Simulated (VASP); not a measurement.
# PtSe2 (Sudovikovite) (P-3m1) in VASP: notebook, part 2 of 2

VASP 6.6.1. The steps go on from the part before.

## 5. Single point, LDA

Contents of INCAR:

```
SYSTEM = PtSe2
PREC = Accurate
ENCUT = 500
EDIFF = 1E-6
ISMEAR = -1
SIGMA = 0.15
LREAL = .FALSE.
LASPH = .TRUE.
NELM = 120
ALGO = Normal
ISIF = 2
LWAVE = .FALSE.
LCHARG = .FALSE.
GGA = CA
NBANDS = 18
GGA_COMPAT = .FALSE.
```

Contents of KPOINTS:

```
Automatic mesh
0
G
  5 5 3
  0 0 0
```

Contents of POSCAR:

```
PtSe2
1.0
    3.7240000000      0.0000000000      0.0000000000
   -1.8620000000      3.2250786037      0.0000000000
    0.0000000000      0.0000000000      5.0620000000
Pt Se
1 2
Direct
    0.0000000000      0.0000000000      0.0000000000
    0.3333330000      0.6666670000      0.2500000000
    0.6666670000      0.3333330000      0.7500000000
```

Potentials or basis: VASP PAW LDA potentials, release 64 (Pt, Se).

Run with:

```console
cat potpaw_LDA.64/Pt/POTCAR potpaw_LDA.64/Se/POTCAR > POTCAR
mpirun -np 1 vasp_std > vasp.out
```

OUTCAR:

```text
SYSTEM = PtSe2
   PREC = Accurate
   ENCUT = 500
   EDIFF = 1E-6
   ISMEAR = -1
   LREAL = .FALSE.
   LASPH = .TRUE.
   NELM = 120
   ISIF = 2
   GGA = CA

 ion  position               nearest neighbor table
   1  0.000  0.000  0.000-   2 2.49   3 2.49   3 2.49   2 2.49   3 2.49   2 2.49
   2  0.333  0.667  0.250-   1 2.49   1 2.49   1 2.49
   3  0.667  0.333  0.750-   1 2.49   1 2.49   1 2.49

  LATTYP: Found a hexagonal cell.
 ALAT       =     3.7240000000
 C/A-ratio  =     1.3592910849

  Lattice vectors:

 A1 = (   3.7240000000,   0.0000000000,   0.0000000000)
 A2 = (  -1.8620000000,   3.2250786037,   0.0000000000)
 A3 = (   0.0000000000,   0.0000000000,   5.0620000000)

Analysis of symmetry for initial positions (statically):
=====================================================================
 Subroutine PRICEL returns:
 Original cell was already a primitive cell.

 Routine SETGRP: Setting up the symmetry group for a
 hexagonal supercell.

 Subroutine GETGRP returns: Found 12 space group operations
 (whereof 12 operations were pure point group operations)
 out of a pool of 24 trial point group operations.

The static configuration has the point symmetry D_3d.

Analysis of symmetry for dynamics (positions and initial velocities):
=====================================================================
 Subroutine PRICEL returns:
 Original cell was already a primitive cell.

 Routine SETGRP: Setting up the symmetry group for a
 hexagonal supercell.

 Subroutine GETGRP returns: Found 12 space group operations
 (whereof 12 operations were pure point group operations)
 out of a pool of 24 trial point group operations.

The dynamic configuration has the point symmetry D_3d.

 Subroutine INISYM returns: Found 12 space group operations
[... 100 lines left out ...]
   EFERMI =   0.00;   METHOD = LEGACY
   ISMEAR =    -1;   SIGMA  =   0.15  broadening in eV -4-tet -1-fermi 0-gaus
   EFERMI_NEDOS =   21; number of points for ismear=-14 and -15
   IALGO  =     38    algorithm
   IMIX   =      4    mixing-type and parameters
     AMIX     =   0.40;   BMIX     =  1.00
     AMIX_MAG =   1.60;   BMIX_MAG =  1.00
  volume/ion in A,a.u.               =      20.27       136.76
  Fermi-wavevector in a.u.,A,eV,Ry     =   1.166608  2.204570 18.517184  1.360975
  Thomas-Fermi vector in A             =   2.303119
   LORBIT       =      0    0 simple, 1 ext, 2 COOP (PROOUT), +10 PAW based schemes
   GGA     = CA    functional components
   LHFCALC =     F    Hartree Fock is set to
   AEXX    =    0.0000 exact exchange contribution
   IVDW    =     0    specifies the selected vdW correction
   LEPSILON=     F    determine dielectric tensor
   LRPA    =     F    only Hartree local field effects (RPA)
 non-spin polarized calculation
  energy-cutoff  :      500.00
  volume of cell :       60.80
 maximum number of plane-waves:      1556
 NGX is ok and might be reduce to    28
   NGX = 13   NGY = 13   NGZ = 19

 number of electron      21.9999998 magnetization

 Free energy of the ion-electron system (eV)
  ---------------------------------------------------
  ext. energy  EPLUGINS =         0.00000000
  ---------------------------------------------------
  free energy    TOTEN  =       -17.10031911 eV

  energy without entropy =      -17.05744918  energy(sigma->0) =      -17.07888415

 E-fermi :   6.4552     XC(G=0): -10.9010

 val. band max:        6.1647605531   @ k =   0.0000   0.2000   0.3333
 cond. band min:       6.7264414979   @ k =   0.4000   0.2000   0.0000
 fundamental gap:      0.5616809448
 Fermi energy:         6.4551810639

 k-point     1 :       0.0000    0.0000    0.0000
  band No.  band energies     occupation
      1      -9.2193      2.00000
      2      -6.3987      2.00000
      3      -0.7013      2.00000
      4       0.0092      2.00000
      5       0.0093      2.00000
      6       2.4988      2.00000
[... 229 lines left out ...]
      5       0.9631      2.00000
      6       1.5209      2.00000
[... 10 lines left out ...]
     17      14.9213      0.00000
     18      16.0015      0.00000

------------------------ aborting loop because EDIFF is reached ----------------------------------------

  FORCE on cell =-STRESS in cart. coord.  units (eV):
  Direction    XX          YY          ZZ          XY          YZ          ZX
  --------------------------------------------------------------------------------------
  -------------------------------------------------------------------------------------
  Total        0.1833384      0.1833384     -0.5107454      0.0000000     -0.0000000     -0.0000000
  in kB        4.8316108      4.8316108    -13.4599340      0.0000000     -0.0000000     -0.0000000
  external PRESSURE =      -1.2655708 kB  Pullay stress =       0.0000000 kB

 VOLUME and BASIS-vectors are now :
 -----------------------------------------------------------------------------
  energy-cutoff  :      500.00
  volume of cell :       60.80
      direct lattice vectors                 reciprocal lattice vectors
     3.724000000  0.000000000  0.000000000     0.268528464  0.155034981  0.000000000
    -1.862000000  3.225078604  0.000000000     0.000000000  0.310069962  0.000000000
     0.000000000  0.000000000  5.062000000     0.000000000  0.000000000  0.197550375

 POSITION                                       TOTAL-FORCE (eV/Angst)
 -----------------------------------------------------------------------------------
      0.00000      0.00000      0.00000         0.000000      0.000000      0.000000
     -0.00000      2.15005      1.26550         0.000000      0.000000      0.190872
      1.86200      1.07503      3.79650        -0.000000     -0.000000     -0.190872
 -----------------------------------------------------------------------------------
    total drift:                               -0.000000      0.000000      0.000000

  FREE ENERGIE OF THE ION-ELECTRON SYSTEM (eV)
  ---------------------------------------------------
  free  energy   TOTEN  =       -17.1003191135 eV

  energy  without entropy=      -17.0574491799  energy(sigma->0) =      -17.07888415
```

Wall time 11 s (1 thread of Intel Xeon 6975P-C, shared host); peak memory 0.16 GiB.

What came out:

- Free energy: -17.1003 eV
- Pressure: -0.1 GPa
- Largest force: 0.191 eV/Å
- Band gap on the k mesh: zero (band 11 reaches 6.91 eV, above the bottom of band 12 at 6.73 eV)

Forces on the atoms (eV/Å):
```
Pt   0.000  0.000  0.000
Se   0.000  0.000  0.191
Se   0.000  0.000 -0.191
```

Levels at points of the mesh, in eV from the Fermi level:
```tsv
k point	band 9	band 10	band 11	band 12	band 13	band 14
(0.00, 0.00, 0.00)	-1.01	-1.01	0.45	1.50	1.50	3.56
```

Caveat: the k points lie up to 0.41 Å⁻¹ apart; spin-orbit coupling is left out, which moves the levels of the heavy elements.

## 6. Single point, LDA

Contents of INCAR:

```
SYSTEM = PtSe2
PREC = Accurate
ENCUT = 500
EDIFF = 1E-6
ISMEAR = -1
SIGMA = 0.15
LREAL = .False.
LASPH = .True.
NELM = 120
ALGO = Normal
ISIF = 2
LWAVE = .False.
LCHARG = .False.
GGA = CA
NBANDS = 18
GGA_COMPAT = .False.
```

Contents of KPOINTS:

```
Automatic mesh
0
Gamma
  6 6 4
  0 0 0
```

POSCAR is that of step 5.

Potentials or basis: VASP PAW LDA potentials, release 64 (Pt, Se).

Run with:

```console
cat potpaw_LDA.64/Pt/POTCAR potpaw_LDA.64/Se/POTCAR > POTCAR
mpirun -np 1 vasp_std > vasp.out
```

Run time: 19 s. Hardware: 1 thread of Intel Xeon 6975P-C, shared host; peak memory 0.17 GiB.

The run converged. Its results:

```yaml
Free_energy: -17.0868 eV
Pressure: 0.0 GPa
Largest_force: 0.258 eV/Å
Band_gap_on_the_k_mesh: zero (band 11 reaches 6.91 eV, above the bottom of band 12 at 6.48 eV)
```

Forces on the atoms (eV/Å):
```
Pt   0.000  0.000  0.000
Se   0.000  0.000  0.258
Se   0.000  0.000 -0.258
```

Stress tensor (GPa, compression positive):
```
 0.45  0.00  0.00
 0.00  0.45  0.00
 0.00  0.00 -0.98
```

Levels at points of the mesh, in eV from the Fermi level:
| k point | band 7 | band 8 | band 9 | band 10 | band 11 | band 12 | band 13 | band 14 | band 15 | band 16 |
| --- | --- | --- | --- | --- | --- | --- | --- | --- | --- | --- |
| (0.00, 0.00, 0.00) | -3.92 | -2.47 | -0.97 | -0.97 | 0.49 | 1.54 | 1.54 | 3.60 | 4.13 | 7.33 |
| (0.50, 0.00, 0.00) | -3.65 | -3.46 | -3.40 | -3.32 | -2.89 | 0.72 | 2.44 | 4.83 | 5.83 | 7.08 |
| (0.00, 0.00, 0.50) | -3.95 | -2.92 | -1.61 | -1.41 | -1.41 | 2.39 | 2.39 | 4.82 | 6.32 | 6.82 |
| (0.50, 0.00, 0.50) | -3.44 | -3.41 | -3.12 | -2.76 | -1.28 | 1.07 | 1.57 | 4.61 | 4.73 | 7.20 |

Caveat: spin-orbit coupling is left out, which moves the levels of the heavy elements.

## 7. Summary

```csv
k mesh,gap on the mesh (eV),pressure (GPa),largest force (eV/Å)
3 × 3 × 2,none,-0.3,0.10
4 × 4 × 3,none,-0.3,0.16
5 × 5 × 3,none,-0.1,0.19
6 × 6 × 4,none,0.0,0.26
```

Alike in all rows: task single point; level LDA; potentials or basis VASP PAW LDA potentials, release 64 (Pt, Se); no spin polarisation; cell as given; cutoff (eV) 500; smearing fermi-dirac 0.15 eV.

Caveats: some runs use coarse meshes; spin-orbit coupling is left out, which moves the levels of the heavy elements.

Absolute energies hang on the potentials; compare differences alone.
